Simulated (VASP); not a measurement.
# TeMo2 (P-6m2) in VASP: single point with PBE

Aim: the single point of TeMo2 with PBE.

Everything below comes from runs of VASP 6.6.1. Logs are shortened: lines on timing, memory, paths and dates and some standing lists are left out, and cuts for length are marked.

### Step 1. The cell of the first run

Symmetry: P-6m2, No. 187, hexagonal system. The conventional cell has a = 4.527 Å, b = 4.527 Å, c = 3.025 Å, α = 90.00°, β = 90.00°, γ = 120.00°. Within 3.4 Å of Te (site symmetry -6m2) lie 9 Mo at 2.61 to 3.02 Å and 2 Te at 3.03 Å. Within 4.0 Å of Mo (site symmetry -6m2) lie 6 Te at 3.02 Å and 8 Mo at 3.02 to 3.03 Å. Within 3.4 Å of Mo (site symmetry -6m2) lie 3 Te at 2.61 Å and 8 Mo at 3.02 to 3.03 Å.

### Step 2. Single point, PBE

File INCAR:

```
PREC = Accurate
ENCUT = 500
EDIFF = 1E-6
ISMEAR = 0
SIGMA = 0.2
LREAL = False
LASPH = True
NELM = 120
ALGO = Normal
ISIF = 2
LWAVE = False
LCHARG = False
GGA = PE
NBANDS = 24
GGA_COMPAT = False
```

File KPOINTS:

```
regular mesh
0
Gamma
  5 5 6
```

File POSCAR:

```
TeMo2
1.0
    4.5272802190     -0.0000000026      0.0000000000
   -2.2636401073      3.9207396810      0.0000000000
    0.0000000000      0.0000000000      3.0250271594
Te Mo
1 2
Direct
    0.6666666667      0.3333333333      0.5000000000
    0.3333333333      0.6666666667      0.0000000000
    0.0000000000      0.0000000000      0.5000000000
```

Potentials or basis: VASP PAW PBE potentials, release 64 (Te, Mo_sv).

Launch:

```sh
cat potpaw_PBE.64/Te/POTCAR potpaw_PBE.64/Mo_sv/POTCAR > POTCAR
mpirun -np 1 vasp_std > vasp.out
```

OUTCAR:

```text
PREC = Accurate
   ENCUT = 500
   EDIFF = 1E-6
   ISMEAR = 0
   LREAL = False
   LASPH = True
   NELM = 120
   ISIF = 2
   GGA = PE

 ion  position               nearest neighbor table
   1  0.667  0.333  0.500-   3 2.61   3 2.61   3 2.61   2 3.02   2 3.02   2 3.02   2 3.02   2 3.02
                             2 3.02
   2  0.333  0.667  0.000-   1 3.02   1 3.02   1 3.02   1 3.02   3 3.02   3 3.02   3 3.02   3 3.02
                             3 3.02   3 3.02   1 3.02   1 3.02
   3  0.000  0.000  0.500-   1 2.61   1 2.61   1 2.61   2 3.02   2 3.02   2 3.02   2 3.02   2 3.02
                             2 3.02

  LATTYP: Found a hexagonal cell.
 ALAT       =     4.5272802190
 C/A-ratio  =     0.6681775841

  Lattice vectors:

 A1 = (   4.5272802190,  -0.0000000026,   0.0000000000)
 A2 = (  -2.2636401073,   3.9207396810,   0.0000000000)
 A3 = (   0.0000000000,   0.0000000000,   3.0250271594)

Analysis of symmetry for initial positions (statically):
=====================================================================
 Subroutine PRICEL returns:
 Original cell was already a primitive cell.

 Routine SETGRP: Setting up the symmetry group for a
 hexagonal supercell.

 Subroutine GETGRP returns: Found 12 space group operations
 (whereof 12 operations were pure point group operations)
 out of a pool of 24 trial point group operations.

The static configuration has the point symmetry D_3h.

Analysis of symmetry for dynamics (positions and initial velocities):
=====================================================================
 Subroutine PRICEL returns:
 Original cell was already a primitive cell.

 Routine SETGRP: Setting up the symmetry group for a
 hexagonal supercell.

 Subroutine GETGRP returns: Found 12 space group operations
 (whereof 12 operations were pure point group operations)
 out of a pool of 24 trial point group operations.

The dynamic configuration has the point symmetry D_3h.

 Subroutine INISYM returns: Found 12 space group operations
 (whereof 12 operations are pure point group operations),
 and found     1 'primitive' translations

----------------------------------------------------------------------------------------

                                     Primitive cell

  volume of cell :      53.6951

  direct lattice vectors                    reciprocal lattice vectors
     4.527280219 -0.000000003  0.000000000     0.220883169  0.127526957  0.000000000
    -2.263640107  3.920739681  0.000000000     0.000000000  0.255053914  0.000000000
     0.000000000  0.000000000  3.025027159     0.000000000  0.000000000  0.330575544

  length of vectors
     4.527280219  4.527280219  3.025027159     0.255053914  0.255053914  0.330575544

  position of ions in fractional coordinates (direct lattice)
     0.666666667  0.333333333  0.500000000
     0.333333333  0.666666667  0.000000000
     0.000000000  0.000000000  0.500000000

  ion indices of the primitive-cell ions
   primitive index   ion index
                 1           1
                 2           2
                 3           3

----------------------------------------------------------------------------------------

 KPOINTS: regular mesh

Automatic generation of k-mesh.
 Grid dimensions read from file:
 generate k-points for:    5    5    6

 Generating k-lattice:

  Cartesian coordinates                     Fractional coordinates (reciprocal lattice)
     0.044176634  0.025505391  0.000000000     0.200000000  0.000000000  0.000000000
     0.000000000  0.051010783  0.000000000     0.000000000  0.200000000  0.000000000
     0.000000000  0.000000000  0.055095924     0.000000000  0.000000000  0.166666667

  Length of vectors
     0.051010783  0.051010783  0.055095924

  Shift w.r.t. Gamma in fractional coordinates (k-lattice)
     0.000000000  0.000000000  0.000000000

 Subroutine IBZKPT returns following result:
 ===========================================

 Found     20 irreducible k-points:

 Following reciprocal coordinates:
            Coordinates               Weight
  0.000000  0.000000  0.000000      1.000000
  0.200000 -0.000000  0.000000      6.000000
  0.400000 -0.000000  0.000000      6.000000
  0.200000  0.200000  0.000000      6.000000
  0.400000  0.200000  0.000000      6.000000
  0.000000  0.000000  0.166667      2.000000
[... 12 lines left out ...]
  0.200000  0.200000  0.500000      6.000000
  0.400000  0.200000  0.500000      6.000000
   k-points           NKPTS =     20   k-points in BZ     NKDIM =     20   number of bands    NBANDS=     24
   number of dos      NEDOS =    301   number of ions     NIONS =      3
   total plane-waves  NPLWV =  31104
   dimension x,y,z NGX =    36 NGY =   36 NGZ =   24
   dimension x,y,z NGXF=    72 NGYF=   72 NGZF=   48
   ions per type =               1   2
   NGX,Y,Z   is equivalent  to a cutoff of  13.22, 13.22, 13.19 a.u.
   NGXF,Y,Z  is equivalent  to a cutoff of  26.44, 26.44, 26.38 a.u.
 SYSTEM =  unknown system
   PREC   = accura    normal or accurate (medium, high low for compatibility)
   ISTART =      0    job   : 0-new  1-cont  2-samecut
   ICHARG =      2    charge: 1-file 2-atom 10-const
   ISPIN  =      1    spin polarized calculation?
   LNONCOLLINEAR =      F non collinear calculations
   LSORBIT =      F    spin-orbit coupling
   LASPH  =      T    aspherical Exc in radial PAW
   ENCUT  =  500.0 eV  36.75 Ry    6.06 a.u.   8.25  8.25  5.52*2*pi/ulx,y,z
   NELM   =    120;   NELMIN=  2; NELMDL= -5     # of ELM steps
   EDIFF  = 0.1E-05   stopping-criterion for ELM
   LREAL  =      F    real-space projection
   EDIFFG = 0.1E-04   stopping-criterion for IOM
   NSW    =      0    number of steps for IOM
   IBRION =     -1    ionic relax: 0-MD 1-quasi-New 2-CG
   NFREE  =      0    steps in history (QN), initial steepest desc. (CG)
   ISIF   =      2    stress and relaxation
   ISYM   =      2    0-nonsym 1-usesym 2-fastsym
   POTIM  = 0.5000    time-step for ionic-motion
   TEBEG  =    0.0;   TEEND  =   0.0 temperature during run
   PSTRESS=    0.0 pullay stress
   NELECT =      34.0000    total number of electrons
   NUPDOWN=      -1.0000    fix difference up-down
   EMIN   =  10.00;   EMAX   =-10.00  energy-range for DOS
   EFERMI =   0.00;   METHOD = LEGACY
   ISMEAR =     0;   SIGMA  =   0.20  broadening in eV -4-tet -1-fermi 0-gaus
   EFERMI_NEDOS =   21; number of points for ismear=-14 and -15
   IALGO  =     38    algorithm
   IMIX   =      4    mixing-type and parameters
     AMIX     =   0.40;   BMIX     =  1.00
     AMIX_MAG =   1.60;   BMIX_MAG =  1.00
  volume/ion in A,a.u.               =      17.90       120.78
  Fermi-wavevector in a.u.,A,eV,Ry     =   1.405798  2.656573 26.888758  1.976268
  Thomas-Fermi vector in A             =   2.528223
   LORBIT       =      0    0 simple, 1 ext, 2 COOP (PROOUT), +10 PAW based schemes
   GGA     = PE    functional components
   LHFCALC =     F    Hartree Fock is set to
   AEXX    =    0.0000 exact exchange contribution
   IVDW    =     0    specifies the selected vdW correction
   LEPSILON=     F    determine dielectric tensor
   LRPA    =     F    only Hartree local field effects (RPA)
 non-spin polarized calculation
 Gauss-broadening in eV      SIGMA  =   0.20
  energy-cutoff  :      500.00
  volume of cell :       53.70
 maximum number of plane-waves:      1379
 NGX is ok and might be reduce to    36
   NGX = 17   NGY = 17   NGZ = 11

 number of electron      34.0000002 magnetization

 Free energy of the ion-electron system (eV)
  ---------------------------------------------------
  ext. energy  EPLUGINS =         0.00000000
  ---------------------------------------------------
  free energy    TOTEN  =       -23.51123165 eV

  energy without entropy =      -23.46725954  energy(sigma->0) =      -23.48924560

 E-fermi :  12.1942     XC(G=0): -12.4702

 val. band max:       12.0921230542   @ k =   0.4000   0.2000   0.1667
 cond. band min:      12.2018785569   @ k =   0.0000   0.0000   0.1667
 fundamental gap:      0.1097555027
 Fermi energy:        12.1942400206

 k-point     1 :       0.0000    0.0000    0.0000
  band No.  band energies     occupation
      1     -48.7297      2.00000
      2     -48.4631      2.00000
      3     -22.9509      2.00000
      4     -22.9509      2.00000
      5     -22.5971      2.00000
      6     -22.5737      2.00000
[... 16 lines left out ...]
     23      16.5008      0.00000
     24      17.1298      0.00000

 k-point     2 :       0.2000   -0.0000    0.0000
  band No.  band energies     occupation
      1     -48.7265      2.00000
      2     -48.4661      2.00000
      3     -22.9689      2.00000
      4     -22.9384      2.00000
      5     -22.5961      2.00000
      6     -22.5872      2.00000
[... 16 lines left out ...]
     23      15.6744      0.00000
     24      18.4779      0.00000

 k-point     3 :       0.4000   -0.0000    0.0000
  band No.  band energies     occupation
      1     -48.7213      2.00000
      2     -48.4711      2.00000
      3     -22.9954      2.00000
      4     -22.9150      2.00000
      5     -22.6356      2.00000
      6     -22.5699      2.00000
[... 16 lines left out ...]
     23      16.4735      0.00000
     24      19.3689      0.00000

 k-point     4 :       0.2000    0.2000    0.0000
  band No.  band energies     occupation
      1     -48.7223      2.00000
      2     -48.4702      2.00000
      3     -23.0020      2.00000
      4     -22.9034      2.00000
      5     -22.6372      2.00000
      6     -22.5734      2.00000
[... 16 lines left out ...]
     23      16.3544      0.00000
     24      19.1531      0.00000

 k-point     5 :       0.4000    0.2000    0.0000
  band No.  band energies     occupation
      1     -48.7196      2.00000
      2     -48.4727      2.00000
      3     -23.0232      2.00000
      4     -22.8707      2.00000
      5     -22.6724      2.00000
      6     -22.5641      2.00000
[... 16 lines left out ...]
     23      17.1932      0.00000
     24      19.5692      0.00000

 k-point     6 :       0.0000    0.0000    0.1667
  band No.  band energies     occupation
      1     -48.7189      2.00000
      2     -48.4576      2.00000
      3     -22.9211      2.00000
      4     -22.9211      2.00000
      5     -22.6842      2.00000
      6     -22.5837      2.00000
[... 16 lines left out ...]
     23      16.6350      0.00000
     24      17.5613      0.00000
[... 271 lines left out ...]
 k-point    17 :       0.2000   -0.0000    0.5000
  band No.  band energies     occupation
      1     -48.6860      2.00000
      2     -48.4410      2.00000
      3     -22.9732      2.00000
      4     -22.8644      2.00000
      5     -22.8057      2.00000
      6     -22.6422      2.00000
[... 16 lines left out ...]
     23      16.7554      0.00000
     24      17.4120      0.00000

 k-point    18 :       0.4000   -0.0000    0.5000
  band No.  band energies     occupation
      1     -48.6858      2.00000
      2     -48.4407      2.00000
      3     -23.0207      2.00000
      4     -22.9235      2.00000
      5     -22.8066      2.00000
      6     -22.6454      2.00000
[... 16 lines left out ...]
     23      16.6007      0.00000
     24      18.8260      0.00000

 k-point    19 :       0.2000    0.2000    0.5000
  band No.  band energies     occupation
      1     -48.6859      2.00000
      2     -48.4407      2.00000
      3     -23.0118      2.00000
      4     -22.9126      2.00000
      5     -22.8079      2.00000
      6     -22.6487      2.00000
[... 16 lines left out ...]
     23      16.5256      0.00000
     24      18.4808      0.00000

 k-point    20 :       0.4000    0.2000    0.5000
  band No.  band energies     occupation
      1     -48.6858      2.00000
      2     -48.4406      2.00000
      3     -23.0326      2.00000
      4     -22.9359      2.00000
      5     -22.8098      2.00000
      6     -22.6539      2.00000
[... 16 lines left out ...]
     23      16.2766      0.00000
     24      18.3950      0.00000

------------------------ aborting loop because EDIFF is reached ----------------------------------------

  FORCE on cell =-STRESS in cart. coord.  units (eV):
  Direction    XX          YY          ZZ          XY          YZ          ZX
  --------------------------------------------------------------------------------------
  -------------------------------------------------------------------------------------
  Total        0.0415187      0.0415187      0.0700590     -0.0000000     -0.0000000      0.0000000
  in kB        1.2388536      1.2388536      2.0904508     -0.0000000     -0.0000000      0.0000000
  external PRESSURE =       1.5227193 kB  Pullay stress =       0.0000000 kB

 VOLUME and BASIS-vectors are now :
 -----------------------------------------------------------------------------
  energy-cutoff  :      500.00
  volume of cell :       53.70
      direct lattice vectors                 reciprocal lattice vectors
     4.527280219 -0.000000003  0.000000000     0.220883169  0.127526957  0.000000000
    -2.263640107  3.920739681  0.000000000     0.000000000  0.255053914  0.000000000
     0.000000000  0.000000000  3.025027159     0.000000000  0.000000000  0.330575544

 POSITION                                       TOTAL-FORCE (eV/Angst)
 -----------------------------------------------------------------------------------
      2.26364      1.30691      1.51251         0.000000     -0.000000      0.000000
      0.00000      2.61383      0.00000        -0.000000      0.000000      0.000000
      0.00000      0.00000      1.51251         0.000000     -0.000000      0.000000
 -----------------------------------------------------------------------------------
    total drift:                                0.000001     -0.000001     -0.000000

  FREE ENERGIE OF THE ION-ELECTRON SYSTEM (eV)
  ---------------------------------------------------
  free  energy   TOTEN  =       -23.5112316526 eV

  energy  without entropy=      -23.4672595442  energy(sigma->0) =      -23.48924560
```

Run time: 18 s. Hardware: 1 thread of Intel Xeon Platinum 8559C (Emerald Rapids), shared host; peak memory 0.18 GiB.

What came out:

```
Free energy            : -23.5112 eV
Pressure               : 0.2 GPa
Band gap on the k mesh : zero (band 17 reaches 13.65 eV, above the bottom of band 18 at 12.09 eV)
```

Levels at points of the mesh, in eV from the Fermi level:
```
           k point  band 15  band 16  band 17  band 18  band 19  band 20
(0.00, 0.00, 0.00)    -1.18    -0.13    -0.13     1.43     1.76     1.83
(0.00, 0.00, 0.50)    -0.13    -0.13     1.45     1.45     1.71     1.77
```

Caveat: spin-orbit coupling is left out, which moves the levels of the heavy elements.
